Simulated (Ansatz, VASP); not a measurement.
**One calculation of C, two programs**

```
C
1.0
     0.00000    1.80655    1.80655
     1.80655    0.00000    1.80655
     1.80655    1.80655    0.00000
C
2
Direct
  0.75000 0.75000 0.75000
  0.50000 0.50000 0.50000
```

Alike in both runs: task single point; functional PBE; k mesh 10 × 10 × 10; occupations gaussian, width 0.05 eV; no spin polarisation.

```csv
,VASP,Ansatz
version,VASP 6.6.1,Ansatz 0.2.0
potentials or method,"VASP PAW PBE potentials, release 64 (C), cutoff 600 eV","scalar-relativistic, plane waves, PAW"
valence electrons in the cell,8,8
```

VASP gave:

| Property | Result |
| --- | --- |
| gap on the k mesh at the Fermi level (eV) | 4.09 |
| least direct gap on the mesh (eV) | 5.48 |
| pressure (GPa) | -14.1 |

Problem. What did Ansatz give for the same quantities?

Solution. gap on the k mesh at the Fermi level (eV): 4.10; least direct gap on the mesh (eV): 5.49; pressure (GPa): -14.1.
